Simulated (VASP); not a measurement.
# Tl in VASP: a series of runs

Runs on Tl. Level: LDA. Tasks: electric field gradients.

All numbers are computed with VASP 6.6.1; they aren't measurements. Logs are shortened: lines on timing, memory, paths and dates and some standing lists are left out, and cuts for length are marked.

## (1) The cell of the first run

The typed cell holds 2 atoms: a = 3.456 Å, b = 3.471 Å, c = 5.525 Å, α = 90.21°, β = 90.57°, γ = 120.43°.

## (2) Electric field gradients, LDA (equal xy, yz and zx shear strains of -1 %)

INCAR reads:

```
PREC     = Accurate       # precision mode
ENCUT    = 400            # plane-wave cutoff, eV
EDIFF    = 1E-8           # SCF threshold, eV
ISMEAR   = -1             # smearing method
SIGMA    = 0.05           # smearing width, eV
LREAL    = False          # projectors in reciprocal space
LASPH    = True           # aspherical terms in the spheres
NELM     = 120            # most SCF steps
ALGO     = Normal         # electronic algorithm
ISIF     = 2              # what is computed and relaxed
LWAVE    = False          # write WAVECAR
LCHARG   = False          # write CHGCAR
GGA      = CA             # functional
LEFG     = True         
NBANDS   = 20             # bands
GGA_COMPAT= False
```

KPOINTS reads:

```
regular mesh
0
Gamma
  11 11 6
```

POSCAR reads:

```
Tl
1.0
    3.4559983565     -0.0172799918     -0.0172799918
   -1.7429640902      3.0016223681     -0.0063249160
   -0.0276250000     -0.0276250000      5.5250000000
Tl
2
Direct
    0.3333333333      0.6666666667      0.2500000000
    0.6666666667      0.3333333333      0.7500000000
```

Potentials or basis: VASP PAW LDA potentials, release 64 (Tl_d).

Started as:

```
> cat potpaw_LDA.64/Tl_d/POTCAR > POTCAR
> mpirun -np 1 vasp_std > vasp.out
```

OUTCAR:

```text
PREC = Accurate
   ENCUT = 400
   EDIFF = 1E-8
   ISMEAR = -1
   LREAL = False
   LASPH = True
   NELM = 120
   ISIF = 2
   GGA = CA

 ion  position               nearest neighbor table
   1  0.333  0.667  0.250-   2 3.38   2 3.39   2 3.41   2 3.42   2 3.42   2 3.42
   2  0.667  0.333  0.750-   1 3.38   1 3.39   1 3.41   1 3.42   1 3.42   1 3.42

  LATTYP: Found a triclinic cell.
 ALAT       =     3.4411252532
 B/A-ratio  =     1.0043472705
 C/A-ratio  =     1.6056195915
 COS(alpha) =     0.0099745013
 COS(beta)  =     0.0136846555
 COS(gamma) =     0.4934979112

  Lattice vectors:

 A1 = (   1.7130342663,   2.9843423763,  -0.0236049078)
 A2 = (   3.4559983565,  -0.0172799918,  -0.0172799918)
 A3 = (   0.0276250000,   0.0276250000,  -5.5250000000)

Analysis of symmetry for initial positions (statically):
=====================================================================
 Subroutine PRICEL returns:
 Original cell was already a primitive cell.

 Routine SETGRP: Setting up the symmetry group for a
 triclinic supercell.

 Subroutine GETGRP returns: Found  2 space group operations
 (whereof  2 operations were pure point group operations)
 out of a pool of  2 trial point group operations.

The static configuration has the point symmetry S_2 .

Analysis of symmetry for dynamics (positions and initial velocities):
=====================================================================
 Subroutine PRICEL returns:
 Original cell was already a primitive cell.

 Routine SETGRP: Setting up the symmetry group for a
 triclinic supercell.

 Subroutine GETGRP returns: Found  2 space group operations
 (whereof  2 operations were pure point group operations)
 out of a pool of  2 trial point group operations.

The dynamic configuration has the point symmetry S_2 .

 Subroutine INISYM returns: Found  2 space group operations
 (whereof  2 operations are pure point group operations),
 and found     1 'primitive' translations

----------------------------------------------------------------------------------------

                                     Primitive cell

  volume of cell :      57.1449

  direct lattice vectors                    reciprocal lattice vectors
     3.455998356 -0.017279992 -0.017279992     0.290206057  0.168519947  0.002293630
    -1.742964090  3.001622368 -0.006324916     0.001679054  0.334131689  0.001679054
    -0.027625000 -0.027625000  5.525000000     0.000909571  0.000909571  0.181004571

  length of vectors
     3.456084755  3.470979785  5.525138123     0.335594680  0.334140126  0.181009141

  position of ions in fractional coordinates (direct lattice)
     0.333333333  0.666666667  0.250000000
     0.666666667  0.333333333  0.750000000

  ion indices of the primitive-cell ions
   primitive index   ion index
                 1           1
                 2           2

----------------------------------------------------------------------------------------

 KPOINTS: regular mesh

Automatic generation of k-mesh.
 Grid dimensions read from file:
 generate k-points for:   11   11    6

 Generating k-lattice:

  Cartesian coordinates                     Fractional coordinates (reciprocal lattice)
     0.026382369  0.015319995  0.000208512     0.090909091 -0.000000000 -0.000000000
     0.000152641  0.030375608  0.000152641     0.000000000  0.090909091 -0.000000000
     0.000151595  0.000151595  0.030167428     0.000000000  0.000000000  0.166666667

  Length of vectors
     0.030508607  0.030376375  0.030168190

  Shift w.r.t. Gamma in fractional coordinates (k-lattice)
     0.000000000  0.000000000  0.000000000

 Subroutine IBZKPT returns following result:
 ===========================================

 Found    364 irreducible k-points:

 Following reciprocal coordinates:
            Coordinates               Weight
  0.000000  0.000000  0.000000      1.000000
  0.090909  0.000000  0.000000      2.000000
  0.181818  0.000000  0.000000      2.000000
  0.272727  0.000000  0.000000      2.000000
  0.363636  0.000000  0.000000      2.000000
  0.454545  0.000000  0.000000      2.000000
[... 16 lines left out ...]
  0.454545  0.181818  0.000000      2.000000
 -0.454545  0.181818 -0.000000      2.000000
 [... further k-points ...]
   k-points           NKPTS =    364   k-points in BZ     NKDIM =    364   number of bands    NBANDS=     20
   number of dos      NEDOS =    301   number of ions     NIONS =      2
   total plane-waves  NPLWV =  20736
   dimension x,y,z NGX =    24 NGY =   24 NGZ =   36
   dimension x,y,z NGXF=    48 NGYF=   48 NGZF=   72
   ions per type =               2
   NGX,Y,Z   is equivalent  to a cutoff of  11.54, 11.50, 10.83 a.u.
   NGXF,Y,Z  is equivalent  to a cutoff of  23.09, 22.99, 21.66 a.u.
 SYSTEM =  unknown system
   PREC   = accura    normal or accurate (medium, high low for compatibility)
   ISTART =      0    job   : 0-new  1-cont  2-samecut
   ICHARG =      2    charge: 1-file 2-atom 10-const
   ISPIN  =      1    spin polarized calculation?
   LNONCOLLINEAR =      F non collinear calculations
   LSORBIT =      F    spin-orbit coupling
   LASPH  =      T    aspherical Exc in radial PAW
   ENCUT  =  400.0 eV  29.40 Ry    5.42 a.u.   5.64  5.66  9.01*2*pi/ulx,y,z
   NELM   =    120;   NELMIN=  2; NELMDL= -5     # of ELM steps
   EDIFF  = 0.1E-07   stopping-criterion for ELM
   LREAL  =      F    real-space projection
   EDIFFG = 0.1E-06   stopping-criterion for IOM
   NSW    =      0    number of steps for IOM
   IBRION =     -1    ionic relax: 0-MD 1-quasi-New 2-CG
   NFREE  =      0    steps in history (QN), initial steepest desc. (CG)
   ISIF   =      2    stress and relaxation
   ISYM   =      2    0-nonsym 1-usesym 2-fastsym
   POTIM  = 0.5000    time-step for ionic-motion
   TEBEG  =    0.0;   TEEND  =   0.0 temperature during run
   PSTRESS=    0.0 pullay stress
   NELECT =      26.0000    total number of electrons
   NUPDOWN=      -1.0000    fix difference up-down
   EMIN   =  10.00;   EMAX   =-10.00  energy-range for DOS
   EFERMI =   0.00;   METHOD = LEGACY
   ISMEAR =    -1;   SIGMA  =   0.05  broadening in eV -4-tet -1-fermi 0-gaus
   EFERMI_NEDOS =   21; number of points for ismear=-14 and -15
   IALGO  =     38    algorithm
   IMIX   =      4    mixing-type and parameters
     AMIX     =   0.40;   BMIX     =  1.00
     AMIX_MAG =   1.60;   BMIX_MAG =  1.00
  volume/ion in A,a.u.               =      28.57       192.82
  Fermi-wavevector in a.u.,A,eV,Ry     =   1.259139  2.379427 21.571083  1.585430
  Thomas-Fermi vector in A             =   2.392713
   LORBIT       =      0    0 simple, 1 ext, 2 COOP (PROOUT), +10 PAW based schemes
   GGA     = CA    functional components
   LHFCALC =     F    Hartree Fock is set to
   AEXX    =    0.0000 exact exchange contribution
   IVDW    =     0    specifies the selected vdW correction
   LEPSILON=     F    determine dielectric tensor
   LRPA    =     F    only Hartree local field effects (RPA)
 non-spin polarized calculation
  energy-cutoff  :      400.00
  volume of cell :       57.14
 maximum number of plane-waves:      1067
   NGX = 11   NGY = 11   NGZ = 19

 number of electron      25.9999999 magnetization

 Free energy of the ion-electron system (eV)
  ---------------------------------------------------
  ext. energy  EPLUGINS =         0.00000000
  ---------------------------------------------------
  free energy    TOTEN  =        -5.86541442 eV

  energy without entropy =       -5.85659319  energy(sigma->0) =       -5.86100381

 E-fermi :   6.2481     XC(G=0): -10.5085

 val. band max:        6.2460204867   @ k =  -0.4545  -0.0909   0.1667
 cond. band min:       6.2691665998   @ k =   0.1818   0.1818   0.1667
 fundamental gap:      0.0231461131
 Fermi energy:         6.2480873355

 k-point     1 :       0.0000    0.0000    0.0000
  band No.  band energies     occupation
      1      -5.4661      2.00000
      2      -5.2325      2.00000
      3      -5.2256      2.00000
      4      -5.1984      2.00000
      5      -5.1699      2.00000
      6      -5.1460      2.00000
[... 12 lines left out ...]
     19      17.1616      0.00000
     20      17.1902      0.00000

 k-point     2 :       0.0909    0.0000    0.0000
  band No.  band energies     occupation
      1      -5.4367      2.00000
      2      -5.2605      2.00000
      3      -5.1877      2.00000
      4      -5.1651      2.00000
      5      -5.1525      2.00000
      6      -5.1325      2.00000
[... 12 lines left out ...]
     19      17.2532      0.00000
     20      17.8621      0.00000

 k-point     3 :       0.1818    0.0000    0.0000
  band No.  band energies     occupation
      1      -5.4133      2.00000
      2      -5.2684      2.00000
      3      -5.1758      2.00000
      4      -5.1689      2.00000
      5      -5.1520      2.00000
      6      -5.0879      2.00000
[... 12 lines left out ...]
     19      16.4038      0.00000
     20      17.9831      0.00000

 k-point     4 :       0.2727    0.0000    0.0000
  band No.  band energies     occupation
      1      -5.4700      2.00000
      2      -5.2745      2.00000
      3      -5.2681      2.00000
      4      -5.2021      2.00000
      5      -5.1303      2.00000
      6      -4.9746      2.00000
[... 12 lines left out ...]
     19      15.5789      0.00000
     20      17.0424      0.00000

 k-point     5 :       0.3636    0.0000    0.0000
  band No.  band energies     occupation
      1      -5.5360      2.00000
      2      -5.3671      2.00000
      3      -5.3168      2.00000
      4      -5.2441      2.00000
      5      -5.0624      2.00000
      6      -5.0022      2.00000
[... 12 lines left out ...]
     19      14.8154      0.00000
     20      16.3949      0.00000
[... 353 lines left out ...]
      6      -5.0211      2.00000
[... 12 lines left out ...]
     19      14.4114      0.00000
     20      17.8611      0.00000

 k-point    22 :       0.3636    0.1818    0.0000
  band No.  band energies     occupation
      1      -5.4586      2.00000
      2      -5.4307      2.00000
      3      -5.2541      2.00000
      4      -5.2298      2.00000
      5      -5.0627      2.00000
      6      -5.0132      2.00000
[... 12 lines left out ...]
     19      14.0343      0.00000
     20      17.6927      0.00000

 k-point    23 :       0.4545    0.1818    0.0000
  band No.  band energies     occupation
      1      -5.4580      2.00000
      2      -5.4300      2.00000
      3      -5.2528      2.00000
      4      -5.2276      2.00000
      5      -5.0637      2.00000
      6      -5.0125      2.00000
[... 12 lines left out ...]
     19      14.0273      0.00000
     20      17.7067      0.00000

 k-point    24 :      -0.4545    0.1818   -0.0000
  band No.  band energies     occupation
      1      -5.4084      2.00000
      2      -5.3957      2.00000
      3      -5.2849      2.00000
      4      -5.2275      2.00000
      5      -5.0523      2.00000
      6      -5.0233      2.00000
[... 12 lines left out ...]
     19      14.3949      0.00000
     20      17.9036      0.00000

 [... further k-points ...]

------------------------ aborting loop because EDIFF is reached ----------------------------------------

  FORCE on cell =-STRESS in cart. coord.  units (eV):
  Direction    XX          YY          ZZ          XY          YZ          ZX
  --------------------------------------------------------------------------------------
  -------------------------------------------------------------------------------------
  Total       -0.6223703     -0.6234262     -0.6420082     -0.0076251     -0.0147876     -0.0165250
  in kB      -17.4494659    -17.4790723    -18.0000566     -0.2137868     -0.4146023     -0.4633129
  external PRESSURE =     -17.6428649 kB  Pullay stress =       0.0000000 kB

 VOLUME and BASIS-vectors are now :
 -----------------------------------------------------------------------------
  energy-cutoff  :      400.00
  volume of cell :       57.14
      direct lattice vectors                 reciprocal lattice vectors
     3.455998356 -0.017279992 -0.017279992     0.290206057  0.168519947  0.002293630
    -1.742964090  3.001622368 -0.006324916     0.001679054  0.334131689  0.001679054
    -0.027625000 -0.027625000  5.525000000     0.000909571  0.000909571  0.181004571

 POSITION                                       TOTAL-FORCE (eV/Angst)
 -----------------------------------------------------------------------------------
     -0.01688      1.98842      1.37127         0.010222     -0.000496      0.000335
      1.70229      0.96830      4.13012        -0.010222      0.000496     -0.000335
 -----------------------------------------------------------------------------------
    total drift:                               -0.000000      0.000000     -0.000000

  FREE ENERGIE OF THE ION-ELECTRON SYSTEM (eV)
  ---------------------------------------------------
  free  energy   TOTEN  =        -5.8654144247 eV

  energy  without entropy=       -5.8565931867  energy(sigma->0) =       -5.86100381

 Electric field gradients (V/A^2)
---------------------------------------------------------------------
 ion       V_xx      V_yy      V_zz      V_xy      V_xz      V_yz
---------------------------------------------------------------------
   1      11.404    11.741   -23.145    -1.903    -2.674    -2.680
   2      11.404    11.741   -23.145    -1.903    -2.674    -2.680
---------------------------------------------------------------------

 Electric field gradients after diagonalization (V/A^2)
 (convention: |V_zz| > |V_xx| > |V_yy|)
----------------------------------------------------------------------
 ion       V_xx      V_yy      V_zz     asymmetry (V_yy - V_xx)/ V_zz
----------------------------------------------------------------------
   1      13.484    10.092   -23.576       0.144
   2      13.484    10.092   -23.576       0.144
----------------------------------------------------------------------

           NMR quadrupolar parameters

 Cq : quadrupolar parameter    Cq=e*Q*V_zz/h
 eta: asymmetry parameters     (V_yy - V_xx)/ V_zz
 Q  : nuclear electric quadrupole moment in mb (millibarn)
----------------------------------------------------------------------
 ion       Cq(MHz)       eta       Q (mb)
----------------------------------------------------------------------
   1      -0.057       0.144       1.000
   2      -0.057       0.144       1.000
----------------------------------------------------------------------
```

It took 2.1 min on 1 thread of Intel Xeon Platinum 8259CL at 2.50GHz (Skylake/Cascade Lake), shared host; peak memory 0.31 GiB.

Results:

```
Free energy                             : -5.8654 eV
Pressure                                : -1.8 GPa
Largest force                           : 0.010 eV/Å
Band gap on the k mesh                  : zero (bands 13 and 14 overlap by 5.62 eV)
Largest electric field gradient by atom : Tl -23.6 V/Å²
```

Forces in eV/Å, atoms in the order of the input:
```
Tl   0.010  0.000  0.000
Tl  -0.010  0.000  0.000
```

Electric field gradients, principal values (V/Å²):
| atom | least | middle | greatest (by size) |
| --- | --- | --- | --- |
| 1 Tl | 10.092 | 13.484 | -23.576 |
| 2 Tl | 10.092 | 13.484 | -23.576 |

Caveat: the cell differs from its parent crystal (equal xy, yz and zx shear strains of -1 %); without QUAD_EFG the Cq values of the log hold for a quadrupole moment of 1 mb, not for the nuclei; spin-orbit coupling is left out, which moves the levels of the heavy elements.

(Part 1 of 2 ends here.)
